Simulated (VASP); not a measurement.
# HfB2 (P6/mmm) in VASP: further runs

HfB2 is run at these levels: PBEsol+U; tasks: single point.

All numbers are computed with VASP 6.6.1; they aren't measurements. Logs are shortened: lines on timing, memory, paths and dates and some standing lists are left out, and cuts for length are marked.

**1. The cell of the first run**

It takes space group P6/mmm (No. 191, hexagonal). Conventional cell: a = 3.140 Å, b = 3.140 Å, c = 3.480 Å, α = 90.00°, β = 90.00°, γ = 120.00°. Hf (site symmetry 6/mmm) has 12 B at 2.51 Å and 6 Hf at 3.14 Å within 3.3 Å. B (site symmetry -6m2) has 3 B at 1.81 Å within 2.4 Å.

**2. Single point, PBEsol+U**

The input, INCAR:

```
SYSTEM = HfB2
PREC     = Accurate       ! precision mode
ENCUT    = 520            ! plane-wave cutoff, eV
EDIFF    = 1E-6           ! SCF threshold, eV
ISMEAR   = -1             ! smearing method
SIGMA    = 0.05           ! smearing width, eV
LREAL    = .False.        ! projectors in reciprocal space
LASPH    = .True.         ! aspherical terms in the spheres
NELM     = 150            ! most SCF steps
ALGO     = Normal         ! electronic algorithm
ISIF     = 2              ! what is computed and relaxed
LWAVE    = .False.        ! write WAVECAR
LCHARG   = .True.         ! write CHGCAR
LMAXMIX  = 4              ! l up to which the mixer works
LDAU     = .True.         ! DFT+U
LDAUTYPE = 2            
LDAUL    = 2 -1           ! shell
LDAUU    = 4 0            ! U, eV
LDAUJ    = 0 0          
LDAUPRINT= 1            
GGA      = PS             ! functional
LELF     = .True.         ! ELF
LVHAR    = .True.       
NBANDS   = 15             ! bands
```

The input, KPOINTS:

```
Automatic mesh
0
Gamma
  10 10 8
  0 0 0
```

The input, POSCAR:

```
HfB2
1.0
    3.1400000000      0.0000000000      0.0000000000
   -1.5700000000      2.7193197679      0.0000000000
    0.0000000000      0.0000000000      3.4800000000
Hf B
1 2
Direct
    0.0000000000      0.0000000000      0.0000000000
    0.6666666667      0.3333333333      0.5000000000
    0.3333333333      0.6666666667      0.5000000000
```

Potentials or basis: VASP PAW PBE potentials, release 64 (Hf_pv, B).

Command:

```
$ cat potpaw_PBE.64/Hf_pv/POTCAR potpaw_PBE.64/B/POTCAR > POTCAR
$ mpirun -np 1 vasp_std > vasp.out
```

OUTCAR:

```text
SYSTEM = HfB2
   PREC = Accurate
   ENCUT = 520
   EDIFF = 1E-6
   ISMEAR = -1
   LREAL = .False.
   LASPH = .True.
   NELM = 150
   ISIF = 2
   GGA = PS

 ion  position               nearest neighbor table
   1  0.000  0.000  0.000-   2 2.51   3 2.51   2 2.51   3 2.51   2 2.51   2 2.51   3 2.51   3 2.51
                             2 2.51   2 2.51   3 2.51   3 2.51
   2  0.667  0.333  0.500-   3 1.81   3 1.81   3 1.81   1 2.51   1 2.51   1 2.51   1 2.51   1 2.51
                             1 2.51
   3  0.333  0.667  0.500-   2 1.81   2 1.81   2 1.81   1 2.51   1 2.51   1 2.51   1 2.51   1 2.51
                             1 2.51

  LATTYP: Found a hexagonal cell.
 ALAT       =     3.1400000000
 C/A-ratio  =     1.1082802548

  Lattice vectors:

 A1 = (   3.1400000000,   0.0000000000,   0.0000000000)
 A2 = (  -1.5700000000,   2.7193197679,   0.0000000000)
 A3 = (   0.0000000000,   0.0000000000,   3.4800000000)

Analysis of symmetry for initial positions (statically):
=====================================================================
 Subroutine PRICEL returns:
 Original cell was already a primitive cell.

 Routine SETGRP: Setting up the symmetry group for a
 hexagonal supercell.

 Subroutine GETGRP returns: Found 24 space group operations
 (whereof 24 operations were pure point group operations)
 out of a pool of 24 trial point group operations.

The static configuration has the point symmetry D_6h.

Analysis of symmetry for dynamics (positions and initial velocities):
=====================================================================
 Subroutine PRICEL returns:
 Original cell was already a primitive cell.

 Routine SETGRP: Setting up the symmetry group for a
 hexagonal supercell.

 Subroutine GETGRP returns: Found 24 space group operations
 (whereof 24 operations were pure point group operations)
 out of a pool of 24 trial point group operations.

The dynamic configuration has the point symmetry D_6h.

 Subroutine INISYM returns: Found 24 space group operations
 (whereof 24 operations are pure point group operations),
 and found     1 'primitive' translations

----------------------------------------------------------------------------------------

                                     Primitive cell

  volume of cell :      29.7146

  direct lattice vectors                    reciprocal lattice vectors
     3.140000000  0.000000000  0.000000000     0.318471338  0.183869512  0.000000000
    -1.570000000  2.719319768  0.000000000     0.000000000  0.367739025  0.000000000
     0.000000000  0.000000000  3.480000000     0.000000000  0.000000000  0.287356322

  length of vectors
     3.140000000  3.140000000  3.480000000     0.367739025  0.367739025  0.287356322

  position of ions in fractional coordinates (direct lattice)
     0.000000000  0.000000000  0.000000000
     0.666666667  0.333333333  0.500000000
     0.333333333  0.666666667  0.500000000

  ion indices of the primitive-cell ions
   primitive index   ion index
                 1           1
                 2           2
                 3           3

----------------------------------------------------------------------------------------

 KPOINTS: Automatic mesh

Automatic generation of k-mesh.
 Grid dimensions read from file:
 generate k-points for:   10   10    8

 Generating k-lattice:

  Cartesian coordinates                     Fractional coordinates (reciprocal lattice)
     0.031847134  0.018386951  0.000000000     0.100000000  0.000000000  0.000000000
     0.000000000  0.036773902  0.000000000     0.000000000  0.100000000  0.000000000
     0.000000000  0.000000000  0.035919540     0.000000000  0.000000000  0.125000000

  Length of vectors
[... 50 lines left out ...]
   LNONCOLLINEAR =      F non collinear calculations
   LSORBIT =      F    spin-orbit coupling
   LASPH  =      T    aspherical Exc in radial PAW
   ENCUT  =  520.0 eV  38.22 Ry    6.18 a.u.   5.84  5.84  6.47*2*pi/ulx,y,z
   NELM   =    150;   NELMIN=  2; NELMDL= -5     # of ELM steps
   EDIFF  = 0.1E-05   stopping-criterion for ELM
   LREAL  =      F    real-space projection
   EDIFFG = 0.1E-04   stopping-criterion for IOM
   NSW    =      0    number of steps for IOM
   IBRION =     -1    ionic relax: 0-MD 1-quasi-New 2-CG
   NFREE  =      0    steps in history (QN), initial steepest desc. (CG)
   ISIF   =      2    stress and relaxation
   ISYM   =      2    0-nonsym 1-usesym 2-fastsym
   POTIM  = 0.5000    time-step for ionic-motion
   TEBEG  =    0.0;   TEEND  =   0.0 temperature during run
   PSTRESS=    0.0 pullay stress
   NELECT =      16.0000    total number of electrons
   NUPDOWN=      -1.0000    fix difference up-down
   EMIN   =  10.00;   EMAX   =-10.00  energy-range for DOS
   EFERMI =   0.00;   METHOD = LEGACY
   ISMEAR =    -1;   SIGMA  =   0.05  broadening in eV -4-tet -1-fermi 0-gaus
   EFERMI_NEDOS =   21; number of points for ismear=-14 and -15
   IALGO  =     38    algorithm
   IMIX   =      4    mixing-type and parameters
     AMIX     =   0.40;   BMIX     =  1.00
     AMIX_MAG =   1.60;   BMIX_MAG =  1.00
  volume/ion in A,a.u.               =       9.90        66.84
  Fermi-wavevector in a.u.,A,eV,Ry     =   1.331860  2.516850 24.134693  1.773850
  Thomas-Fermi vector in A             =   2.460838
   LORBIT       =      0    0 simple, 1 ext, 2 COOP (PROOUT), +10 PAW based schemes
 LDA+U is selected, type is set to LDAUTYPE =  2
   angular momentum for each species LDAUL =     2   -1
   U (eV)           for each species LDAUU =   4.0  0.0
   J (eV)           for each species LDAUJ =   0.0  0.0
   GGA     = PS    functional components
   LHFCALC =     F    Hartree Fock is set to
   AEXX    =    0.0000 exact exchange contribution
   IVDW    =     0    specifies the selected vdW correction
   LEPSILON=     F    determine dielectric tensor
   LRPA    =     F    only Hartree local field effects (RPA)
 non-spin polarized calculation
  energy-cutoff  :      520.00
  volume of cell :       29.71
 maximum number of plane-waves:       816
 NGX is ok and might be reduce to    24
   NGX = 11   NGY = 11   NGZ = 13

atom =   1  type =  1  l = 2

 onsite density matrix

spin component  1

  0.1830  0.0000  0.0000  0.0000 -0.0000
  0.0000  0.1754  0.0000  0.0000 -0.0000
  0.0000  0.0000  0.1574 -0.0000  0.0000
  0.0000  0.0000 -0.0000  0.1754 -0.0000
 -0.0000 -0.0000  0.0000 -0.0000  0.1830

spin component  2

  0.1830  0.0000  0.0000  0.0000 -0.0000
  0.0000  0.1754  0.0000  0.0000 -0.0000
  0.0000  0.0000  0.1574 -0.0000  0.0000
  0.0000  0.0000 -0.0000  0.1754 -0.0000
 -0.0000 -0.0000  0.0000 -0.0000  0.1830

 occupancies and eigenvectors

  o =  0.1574  v =  0.0000  0.0000  1.0000 -0.0000 -0.0000  0.0000  0.0000  0.0000  0.0000  0.0000      0.0000  0.0000  0.0000  0.0000  0.0000  0.0000  0.0000  0.0000  0.0000  0.0000
  o =  0.1574  v =  0.0000  0.0000  0.0000  0.0000  0.0000  0.0000  0.0000  1.0000 -0.0000 -0.0000      0.0000  0.0000  0.0000  0.0000  0.0000  0.0000  0.0000  0.0000  0.0000  0.0000
  o =  0.1754  v =  0.0000  0.0000 -0.0000 -1.0000  0.0000  0.0000  0.0000  0.0000  0.0000  0.0000      0.0000  0.0000  0.0000  0.0000  0.0000  0.0000  0.0000  0.0000  0.0000  0.0000
  o =  0.1754  v =  0.0000  0.0000  0.0000  0.0000  0.0000  0.0000  0.0000 -0.0000 -1.0000  0.0000      0.0000  0.0000  0.0000  0.0000  0.0000  0.0000  0.0000  0.0000  0.0000  0.0000
  o =  0.1754  v =  0.0000  1.0000 -0.0000  0.0000 -0.0000  0.0000  0.0000  0.0000  0.0000  0.0000      0.0000  0.0000  0.0000  0.0000  0.0000  0.0000  0.0000  0.0000  0.0000  0.0000
  o =  0.1754  v =  0.0000  0.0000  0.0000  0.0000  0.0000  0.0000  1.0000 -0.0000  0.0000 -0.0000      0.0000  0.0000  0.0000  0.0000  0.0000  0.0000  0.0000  0.0000  0.0000  0.0000
  o =  0.1830  v =  1.0000  0.0000  0.0000  0.0000  0.0000  0.0000  0.0000  0.0000  0.0000  0.0000      0.0000  0.0000  0.0000  0.0000  0.0000  0.0000  0.0000  0.0000  0.0000  0.0000
  o =  0.1830  v =  0.0000  0.0000  0.0000  0.0000  0.0000  1.0000  0.0000  0.0000  0.0000  0.0000      0.0000  0.0000  0.0000  0.0000  0.0000  0.0000  0.0000  0.0000  0.0000  0.0000
  o =  0.1830  v =  0.0000  0.0000  0.0000  0.0000  0.0000  0.0000 -0.0000 -0.0000 -0.0000 -1.0000      0.0000  0.0000  0.0000  0.0000  0.0000  0.0000  0.0000  0.0000  0.0000  0.0000
  o =  0.1830  v =  0.0000 -0.0000 -0.0000 -0.0000 -1.0000  0.0000  0.0000  0.0000  0.0000  0.0000      0.0000  0.0000  0.0000  0.0000  0.0000  0.0000  0.0000  0.0000  0.0000  0.0000

 number of electron      15.9999998 magnetization

 Free energy of the ion-electron system (eV)
  ---------------------------------------------------
  ext. energy  EPLUGINS =         0.00000000
  ---------------------------------------------------
  free energy    TOTEN  =       -24.87591470 eV

  energy without entropy =      -24.87337935  energy(sigma->0) =      -24.87464703

 E-fermi :   8.0186     XC(G=0): -12.6857

 val. band max:        7.9631850067   @ k =   0.1000   0.1000   0.2500
 cond. band min:       8.2571604104   @ k =   0.1000   0.1000   0.2500
 fundamental gap:      0.2939754037
 Fermi energy:         8.0186457439

 k-point     1 :       0.0000    0.0000    0.0000
  band No.  band energies     occupation
      1     -23.4373      2.00000
      2     -22.9539      2.00000
      3     -22.9539      2.00000
      4      -6.0249      2.00000
      5       4.9268      2.00000
      6       5.0662      2.00000
      7       5.1092      2.00000
      8       5.1092      2.00000
      9      12.4450      0.00000
     10      12.4450      0.00000
     11      12.7266      0.00000
     12      12.7266      0.00000
     13      12.7485      0.00000
     14      12.8569      0.00000
[... 401 lines left out ...]
      2     -23.3421      2.00000
      3     -23.1652      2.00000
      4      -2.1574      2.00000
      5      -0.7520      2.00000
      6       3.2311      2.00000
      7       4.2156      2.00000
      8       5.8546      2.00000
      9       9.1049      0.00000
     10      12.2198      0.00000
     11      12.3296      0.00000
     12      14.5767      0.00000
     13      15.3222      0.00000
     14      16.3431      0.00000
     15      18.8444      0.00000

 [... further k-points ...]
[... 5 lines left out ...]
  --------------------------------------------------------------------------------------
  -------------------------------------------------------------------------------------
  Total        1.1518101      1.1518101      1.7544016      0.0000000     -0.0000000      0.0000000
  in kB       62.1043898     62.1043898     94.5954908      0.0000000     -0.0000000      0.0000000
  external PRESSURE =      72.9347568 kB  Pullay stress =       0.0000000 kB

 VOLUME and BASIS-vectors are now :
 -----------------------------------------------------------------------------
  energy-cutoff  :      520.00
  volume of cell :       29.71
      direct lattice vectors                 reciprocal lattice vectors
     3.140000000  0.000000000  0.000000000     0.318471338  0.183869512  0.000000000
    -1.570000000  2.719319768  0.000000000     0.000000000  0.367739025  0.000000000
     0.000000000  0.000000000  3.480000000     0.000000000  0.000000000  0.287356322

 POSITION                                       TOTAL-FORCE (eV/Angst)
 -----------------------------------------------------------------------------------
      0.00000      0.00000      0.00000        -0.000000      0.000000      0.000000
      1.57000      0.90644      1.74000        -0.000000     -0.000000      0.000000
     -0.00000      1.81288      1.74000         0.000000      0.000000      0.000000
 -----------------------------------------------------------------------------------
    total drift:                               -0.000000      0.000000      0.000000

  FREE ENERGIE OF THE ION-ELECTRON SYSTEM (eV)
  ---------------------------------------------------
  free  energy   TOTEN  =       -24.8759147046 eV

  energy  without entropy=      -24.8733793481  energy(sigma->0) =      -24.87464703
```

It took 22 s on 1 thread of Intel Xeon Platinum 8259CL at 2.50GHz (Skylake/Cascade Lake), shared host; peak memory 0.16 GiB.

What came out:

| Quantity | Value |
| --- | --- |
| Free energy | -24.8759 eV |
| Pressure | 7.3 GPa |
| Band gap on the k mesh | zero (band 8 reaches 8.76 eV, above the bottom of band 9 at 7.85 eV) |

Stress tensor (GPa, compression positive):
```
6.21 0.00 0.00
0.00 6.21 0.00
0.00 0.00 9.46
```

Eigenvalues of the final occupation matrices:
| site | spin | trace | eigenvalues |
| --- | --- | --- | --- |
| site 1 d | 1 | 0.87 | 0.16 0.18 0.18 0.18 0.18 |
| site 1 d | 2 | 0.87 | 0.16 0.18 0.18 0.18 0.18 |

Caveat: the PAW data sets were made with another functional, which shifts forces and pressure a little; spin-orbit coupling is left out, which moves the levels of the heavy elements; U without spin polarisation on a metal has little footing; the U is typed as a test and isn't derived for this compound.

**3. Single point, PBEsol+U**

The input, INCAR:

```
SYSTEM = HfB2
ALGO = Normal
EDIFF = 1E-7
ENCUT = 520
GGA = PS
ISIF = 2
ISMEAR = -1
LASPH = .TRUE.
LCHARG = .FALSE.
LDAU = .TRUE.
LDAUJ = 0 0
LDAUL = 2 -1
LDAUPRINT = 1
LDAUTYPE = 2
LDAUU = 5 0
LMAXMIX = 4
LREAL = .FALSE.
LWAVE = .FALSE.
NBANDS = 15
NELM = 150
PREC = Accurate
SIGMA = 0.05
```

The input, KPOINTS:

```
k-points
0
G
  10 10 8
  0 0 0
```

POSCAR is that of step 2.

Potentials or basis: VASP PAW PBE potentials, release 64 (Hf_pv, B).

Command:

```
$ cat potpaw_PBE.64/Hf_pv/POTCAR potpaw_PBE.64/B/POTCAR > POTCAR
$ mpirun -np 1 vasp_std > vasp.out
```

It took 24 s on 1 thread of Intel Xeon Platinum 8259CL at 2.50GHz (Skylake/Cascade Lake), shared host; peak memory 0.16 GiB.

It converged, with:

| Quantity | Value |
| --- | --- |
| Free energy | -24.1613 eV |
| Pressure | 10.4 GPa |
| Band gap on the k mesh | zero (band 8 reaches 8.93 eV, above the bottom of band 9 at 7.99 eV) |

Stress tensor (GPa, compression positive):
```
 8.97  0.00  0.00
 0.00  8.97  0.00
 0.00  0.00 13.19
```

Levels at points of the mesh, in eV from the Fermi level:
| k point | band 5 | band 6 | band 7 | band 8 | band 9 | band 10 | band 11 | band 12 |
| --- | --- | --- | --- | --- | --- | --- | --- | --- |
| (0.00, 0.00, 0.00) | -3.22 | -2.97 | -2.95 | -2.95 | 4.51 | 4.51 | 4.60 | 4.60 |
| (0.50, 0.00, 0.00) | -9.39 | -4.09 | -3.75 | -2.73 | 1.71 | 3.14 | 5.63 | 5.67 |
| (0.00, 0.00, 0.50) | -8.94 | -1.46 | -1.46 | 0.49 | 0.49 | 1.30 | 1.30 | 2.61 |
| (0.50, 0.00, 0.50) | -7.86 | -5.04 | -4.85 | -3.21 | 3.59 | 4.46 | 6.74 | 7.54 |

Eigenvalues of the final occupation matrices:
| site | spin | trace | eigenvalues |
| --- | --- | --- | --- |
| site 1 d | 1 | 0.85 | 0.15 0.17 0.17 0.18 0.18 |
| site 1 d | 2 | 0.85 | 0.15 0.17 0.17 0.18 0.18 |

Caveat: the PAW data sets were made with another functional, which shifts forces and pressure a little; spin-orbit coupling is left out, which moves the levels of the heavy elements; U without spin polarisation on a metal has little footing; the U is typed as a test and isn't derived for this compound.

**4. Single point, PBEsol+U**

The input, INCAR:

```
  PREC = Accurate
  ENCUT = 520
  EDIFF = 1E-6
  ISMEAR = -1
  SIGMA = 0.05
  LREAL = F
  LASPH = T
  NELM = 150
  ALGO = Normal
  ISIF = 2
  LWAVE = F
  LCHARG = F
  LMAXMIX = 4
  LDAU = T
  LDAUTYPE = 2
  LDAUL = 2 -1
  LDAUU = 6 0
  LDAUJ = 0 0
  LDAUPRINT = 1
  GGA = PS
  NBANDS = 15
```

The input, KPOINTS:

```
Automatic mesh
0
Gamma
  10 10 8
```

POSCAR is that of step 3.

Command:

```
$ cat potpaw_PBE.64/Hf_pv/POTCAR potpaw_PBE.64/B/POTCAR > POTCAR
$ mpirun -np 1 vasp_std > vasp.out
```

It took 22 s on 1 thread of Intel Xeon Platinum 8259CL at 2.50GHz (Skylake/Cascade Lake), shared host; peak memory 0.16 GiB.

Results (log left out):

| Quantity | Value |
| --- | --- |
| Free energy | -23.4594 eV |
| Pressure | 13.5 GPa |
| Band gap on the k mesh | zero (band 8 reaches 9.10 eV, above the bottom of band 9 at 8.14 eV) |

Stress tensor (GPa, compression positive):
```
11.79  0.00  0.00
 0.00 11.79  0.00
 0.00  0.00 16.99
```

Levels at points of the mesh, in eV from the Fermi level:
| k point | band 6 | band 7 | band 8 | band 9 | band 10 | band 11 |
| --- | --- | --- | --- | --- | --- | --- |
| (0.00, 0.00, 0.00) | -3.00 | -3.00 | -2.98 | 4.48 | 4.48 | 4.48 |
| (0.50, 0.00, 0.00) | -4.11 | -3.85 | -2.73 | 1.59 | 3.21 | 5.46 |
| (0.00, 0.00, 0.50) | -1.55 | -1.55 | 0.50 | 0.50 | 1.35 | 1.35 |
| (0.50, 0.00, 0.50) | -5.09 | -4.90 | -3.36 | 3.47 | 4.50 | 6.82 |

Eigenvalues of the final occupation matrices:
```tsv
site	spin	trace	eigenvalues
site 1 d	1	0.84	0.15 0.17 0.17 0.18 0.18
site 1 d	2	0.84	0.15 0.17 0.17 0.18 0.18
```

Caveat: the PAW data sets were made with another functional, which shifts forces and pressure a little; spin-orbit coupling is left out, which moves the levels of the heavy elements; U without spin polarisation on a metal has little footing; the U is typed as a test and isn't derived for this compound.

[end of part 1 of 2]
